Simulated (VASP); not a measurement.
Input of a VASP 6.6.1 run:

POSCAR

```
Cd2P
1.0
    3.8180350000      0.0000000000      0.0000000000
    0.8619550000      5.9668070000      0.0000000000
    1.7488070000      0.7684850000      5.9900100000
P Cd
2 4
Direct
    0.6070000000      0.1395000000      0.9628000000
    0.3930000000      0.8605000000      0.0372000000
    0.4423900000      0.2283400000      0.6624500000
    0.5576100000      0.7716600000      0.3375500000
    0.1823900000      0.3085000000      0.1942400000
    0.8176100000      0.6915000000      0.8057600000
```

File INCAR.step1:

```
  PREC = Accurate
  ENCUT = 520
  ISMEAR = -1
  SIGMA = 0.1
  LREAL = F
  LASPH = T
  NELM = 100
  NBANDS = 38
  GGA = PE
  ALGO = Normal
  EDIFF = 1E-4
  LWAVE = T
  LCHARG = F
```

The input INCAR.step2:

```
  PREC = Accurate
  ENCUT = 520
  EDIFF = 1E-6
  ISMEAR = -1
  SIGMA = 0.1
  LREAL = F
  LASPH = T
  NELM = 100
  ALGO = Normal
  ISIF = 2
  LWAVE = F
  LCHARG = F
  METAGGA = R2SCAN
  LMIXTAU = T
  NBANDS = 38
  ISTART = 1
```

KPOINTS

```
Automatic mesh
0
Gamma
  5 3 3
  0.5 0 0.5
```

Potentials or basis: VASP PAW PBE potentials, release 64 (P, Cd).

Run with:

```sh
$ cat potpaw_PBE.64/P/POTCAR potpaw_PBE.64/Cd/POTCAR > POTCAR
$ cp INCAR.step1 INCAR
$ mpirun -np 1 vasp_std > vasp.out
$ cp INCAR.step2 INCAR
$ mpirun -np 1 vasp_std > vasp.out
```

Problem. Predict the band gap on the k mesh.

Solution. Zero (bands 29 and 30 overlap by 0.78 eV).

Problem. What does it give for the pressure?

Solution. 23.5 GPa.

Problem. Predict the largest force.

Solution. 8.335 eV/Å.

Stress tensor (GPa, compression positive):
```
16.31 -4.90  0.61
-4.90 20.88  3.81
 0.61  3.81 33.34
```

Caveat: the cell stands under pressure; the PAW data sets were made with another functional, which shifts forces and pressure a little.
